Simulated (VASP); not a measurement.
Input of a VASP 6.6.1 run:

INCAR

```
SYSTEM = TaN
  ALGO = Normal
  EDIFF = 1E-6
  ENCUT = 520
  GGA = PS
  ISIF = 2
  ISMEAR = 0
  LASPH = .True.
  LCHARG = .False.
  LREAL = .False.
  LWAVE = .False.
  NBANDS = 15
  NELM = 80
  PREC = Accurate
  SIGMA = 0.1
```

The input KPOINTS:

```
k-points
0
Gamma
  18 18 14
  0 0 0
```

The input POSCAR:

```
TaN
1.0
    2.8970613496      0.0000000000      0.0000000000
   -1.4485306748      2.5089287251      0.0000000000
    0.0000000000      0.0000000000      2.8490839468
Ta N
1 1
Direct
    0.3333333333      0.6666666667      0.5000000000
    0.0000000000      0.0000000000      0.0000000000
```

Potentials or basis: VASP PAW PBE potentials, release 64 (Ta_pv, N).

Launch:

```bash
$ cat potpaw_PBE.64/Ta_pv/POTCAR potpaw_PBE.64/N/POTCAR > POTCAR
$ mpirun -np 1 vasp_std > vasp.out
```

(1) What does it give for the pressure?

(2) Predict the band gap on the k mesh.

## Answers

(1) 11.0 GPa.

(2) zero (bands 8 and 9 overlap by 0.35 eV).

Caveat: the cell stands under pressure; the PAW data sets were made with another functional, which shifts forces and pressure a little; spin-orbit coupling is left out, which moves the levels of the heavy elements.
